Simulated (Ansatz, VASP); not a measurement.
# Two plane-wave programs on Ga

File INCAR:

```
SYSTEM = Ga
PREC = Accurate
ENCUT = 500
EDIFF = 1E-6
ISMEAR = 0
SIGMA = 0.1
LREAL = .False.
LASPH = .True.
NELM = 120
ALGO = Normal
ISIF = 2
LWAVE = .False.
LCHARG = .False.
GGA = PE
NBANDS = 12
GGA_COMPAT = .False.
```

File KPOINTS:

```
Automatic mesh
0
Gamma
  8 8 8
  0 0 0
```

The input POSCAR:

```
Ga
1.0
   -1.6985593013      1.6985593013      1.6985593013
    1.6985593013     -1.6985593013      1.6985593013
    1.6985593013      1.6985593013     -1.6985593013
Ga
1
Direct
    0.0000000000      0.0000000000      0.0000000000
```

Input for Ansatz:

```yaml
crystal:
  lattice:
    - [-1.6985593013, 1.6985593013, 1.6985593013]
    - [1.6985593013, -1.6985593013, 1.6985593013]
    - [1.6985593013, 1.6985593013, -1.6985593013]
  atoms:
    - { symbol: Ga, position: [0.0, 0.0, 0.0] }
basis:
  ecutwfc: 420
kpoints:
  mp_grid: { grid: [8, 8, 8] }
hamiltonian:
  xc: pbe
scf:
  occupations: { method: gaussian, width: 0.1 }
output:
  forces: true
  stress: true
  eigenvalues: true
```

Alike in both runs: task single point; functional PBE; k mesh 8 × 8 × 8; occupations gaussian, width 0.1 eV; no spin polarisation.

|  | VASP | Ansatz |
| --- | --- | --- |
| version | VASP 6.6.1 | Ansatz 0.2.0 |
| potentials or method | VASP PAW PBE potentials, release 64 (Ga_d), cutoff 500 eV | scalar-relativistic, plane waves, PAW |
| valence electrons in the cell | 13 | 13 |

|  | VASP | Ansatz | Ansatz less VASP |
| --- | --- | --- | --- |
| gap on the k mesh at the Fermi level (eV) | none | none | - |
| pressure (GPa) | -0.7 | -0.7 | -0.05 |

A gap of «none» marks a metal or a gap that the smearing closes.
